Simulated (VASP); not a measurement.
Set up this calculation in VASP 6.6.1, as the native input.

* Task: single point
* Functional: r2SCAN
* Potentials or basis: VASP PAW PBE potentials, release 64 (Mg, O)
* Cutoff: 520 eV
* k mesh: 6 × 6 × 6
* Occupations: gaussian, width 0.05 eV
* Spin: no spin polarisation
* Dipole correction: no
* Further INCAR settings: ALGO = Normal; EDIFF = 1e-06; NBANDS = 16

Crystal: MgO.

```
Mg O
1.0
     3.48410    0.00000    0.00000
    -1.74205    3.01732    0.00000
     0.00000    0.00000    4.18569
Mg O
2 2
Direct
  0.66667 0.33333 0.75000
  0.33333 0.66667 0.25000
  0.68382 0.28646 0.25000
  0.33333 0.66667 0.75000
```

This cell differs from its parent crystal: atom 3 (O) moved +0.200 Å along Cartesian [1 -1 0].

One way to write it, as run:

POSCAR

```
MgO
1.0
    3.4841042127      0.0000000000      0.0000000000
   -1.7420521064      3.0173227576      0.0000000000
    0.0000000000      0.0000000000      4.1856875957
Mg O
2 2
Direct
    0.6666666667      0.3333333333      0.7500000000
    0.3333333333      0.6666666667      0.2500000000
    0.6838222092      0.2864635194      0.2500000000
    0.3333333333      0.6666666667      0.7500000000
```

INCAR.step1

```
SYSTEM = MgO
  ALGO = Normal
  EDIFF = 1E-4
  ENCUT = 520
  GGA = PE
  ISMEAR = 0
  LASPH = .TRUE.
  LCHARG = .FALSE.
  LREAL = .FALSE.
  LWAVE = .TRUE.
  NBANDS = 16
  NELM = 80
  PREC = Accurate
  SIGMA = 0.05
```

INCAR.step2

```
SYSTEM = MgO
  ALGO = Normal
  EDIFF = 1E-6
  ENCUT = 520
  ISIF = 2
  ISMEAR = 0
  ISTART = 1
  LASPH = .TRUE.
  LCHARG = .FALSE.
  LMIXTAU = .TRUE.
  LREAL = .FALSE.
  LWAVE = .FALSE.
  METAGGA = R2SCAN
  NBANDS = 16
  NELM = 80
  PREC = Accurate
  SIGMA = 0.05
```

KPOINTS

```
k-points
0
G
  6 6 6
  0 0 0
```

Potentials or basis: VASP PAW PBE potentials, release 64 (Mg, O).

Launch:

```bash
$ cat potpaw_PBE.64/Mg/POTCAR potpaw_PBE.64/O/POTCAR > POTCAR
$ cp INCAR.step1 INCAR
$ mpirun -np 1 vasp_std > vasp.out
$ cp INCAR.step2 INCAR
$ mpirun -np 1 vasp_std > vasp.out
```

Results of the run:

| Quantity | Value |
| --- | --- |
| Pressure | 1.0 GPa |
| Largest force | 1.977 eV/Å |
| Band gap on the k mesh | 4.00 eV |

Caveat: the cell differs from its parent crystal (atom 3 (O) moved +0.200 Å along Cartesian [1 -1 0]); the PAW data sets were made with another functional, which shifts forces and pressure a little.

Run time: 3.5 min on 1 thread of Intel Xeon 8259CL (shared host), peak memory 0.2 GiB.
